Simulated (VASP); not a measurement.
MgS: single point with PBE

MgS:

```
Mg S
1.0
     0.00000    2.53661    2.66669
     2.53661    0.00000    2.66669
     2.53661    2.53661    0.00000
Mg S
1 1
Direct
  0.00000 0.00000 0.00000
  0.50000 0.50000 0.50000
```

This cell differs from its parent crystal: strain -0.025 along x and y, +0.025 along z.

```json
{
  "Program": "VASP 6.6.1",
  "Task": "single point",
  "Functional": "PBE",
  "Potentials or basis": "VASP PAW PBE potentials, release 64 (Mg, S)",
  "Cutoff": "520 eV",
  "k mesh": "8 × 8 × 8",
  "Occupations": "gaussian, width 0.05 eV",
  "Spin": "no spin polarisation",
  "Dipole correction": "no",
  "Further INCAR settings": "ALGO = Normal; EDIFF = 1e-07; NBANDS = 11"
}
```

The pressure is 3.4 GPa. The band gap on the k mesh is 2.64 eV, indirect (least direct gap 3.79 eV).

Stress tensor (GPa, compression positive):
```
 5.32  0.00  0.00
 0.00  5.32  0.00
 0.00  0.00 -0.37
```

Levels at points of the mesh, in eV from the valence-band top:
```tsv
k point	band 1	band 2	band 3	band 4	band 5	band 6	band 7	band 8
(0.00, 0.00, 0.00)	-12.95	-0.19	-0.19	0.00	3.79	7.48	8.01	8.01
(0.50, 0.00, 0.00)	-11.57	-5.09	-0.83	-0.67	4.42	6.62	7.10	10.29
(0.50, 0.50, 0.00)	-11.32	-4.49	-1.71	-1.71	2.93	4.31	11.78	12.70
(0.50, 0.00, 0.50)	-11.11	-4.43	-2.15	-1.72	2.64	4.15	12.29	12.72
```

It took 13 s on 1 thread of Intel Xeon 6975P-C, on a shared host, peak memory 0.17 GiB.

Caveat: the cell differs from its parent crystal (strain -0.025 along x and y, +0.025 along z). A k mesh can miss the band edges.
